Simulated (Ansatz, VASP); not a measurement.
# TaH5 in VASP and in Ansatz

INCAR

```
SYSTEM = TaH5
ALGO     = Normal         ! electronic algorithm
EDIFF    = 1E-6           ! SCF threshold, eV
EDIFFG   = -0.04          ! ionic threshold
ENCUT    = 600            ! plane-wave cutoff, eV
GGA      = PE             ! functional
IBRION   = 2              ! ionic algorithm
ISIF     = 3              ! what is computed and relaxed
ISMEAR   = 0              ! smearing method
LASPH    = .True.         ! aspherical terms in the spheres
LCHARG   = .False.        ! write CHGCAR
LREAL    = .False.        ! projectors in reciprocal space
LWAVE    = .False.        ! write WAVECAR
NELM     = 60             ! most SCF steps
NSW      = 90             ! ionic steps
PREC     = Accurate       ! precision mode
SIGMA    = 0.1            ! smearing width, eV
```

The input KPOINTS:

```
k-points
0
Gamma
  6 6 6
  0 0 0
```

POSCAR

```
TaH5
1.0
    4.1913431000      0.0000000000      0.0000000000
   -2.0956715500      3.6298096000      0.0000000000
    0.0000000000      0.0000000000      3.3179927700
Ta H
1 5
Direct
    0.0000000000      0.0000000000      0.0000000000
    0.5000000000      0.0000000000      0.5000000000
    0.5000000000      0.5000000000      0.5000000000
    0.0000000000      0.5000000000      0.5000000000
    0.3333333300      0.6666666700      0.0000000000
    0.6666666700      0.3333333300      0.0000000000
```

Input for Ansatz:

```yaml
crystal:
  lattice:
    - [4.1913431, 0.0, 0.0]
    - [-2.09567155, 3.6298096, 0.0]
    - [0.0, 0.0, 3.31799277]
  atoms:
    - { symbol: Ta, position: [0.0, 0.0, 0.0] }
    - { symbol: H, position: [0.5, 0.0, 0.5] }
    - { symbol: H, position: [0.5, 0.5, 0.5] }
    - { symbol: H, position: [0.0, 0.5, 0.5] }
    - { symbol: H, position: [0.33333333, 0.66666667, 0.0] }
    - { symbol: H, position: [0.66666667, 0.33333333, 0.0] }
basis:
  ecutwfc: 420
kpoints:
  mp_grid: { grid: [6, 6, 6] }
hamiltonian:
  xc: pbe
scf:
  occupations: { method: gaussian, width: 0.1 }
  lower_state_search: "off"
output:
  forces: true
  stress: true
  eigenvalues: true
relax:
  adjacent_minimum: "off"
  f_tol: 0.04
  max_steps: 70
  cell: { stress_tol: 0.4 }
```

Change from the starting cell: species swapped into the KAu5 type (P6/mmm, No. 191).

Alike in both runs: task relaxation of cell and atoms; functional PBE; k mesh 6 × 6 × 6; occupations gaussian, width 0.1 eV; no spin polarisation.

|  | VASP | Ansatz |
| --- | --- | --- |
| version | VASP 6.6.1 | Ansatz 0.2.0 |
| potentials or method | VASP PAW PBE potentials, release 64 (Ta_pv, H), cutoff 600 eV | scalar-relativistic, plane waves, PAW |
| valence electrons in the cell | 16 | 18 |

|  | VASP | Ansatz | Ansatz less VASP |
| --- | --- | --- | --- |
| gap on the k mesh at the Fermi level, each at its own relaxed structure (eV) | none | none | - |
| relaxed volume (Å³/atom) | 5.07 | 5.07 | +0.003 |
| relaxed cell length with the largest relative difference (Å) | 3.452 | 3.452 | +0.0007 |

A gap of «none» marks a metal or a gap that the smearing closes. VASP's potentials hold 16 valence electrons a cell and Ansatz's 18, so a difference there can come from the potentials and not from the codes.

Spin-orbit coupling is off throughout. Noted on VASP's run: the volume moved by over 15 % at a fixed basis, so the end points are rough.
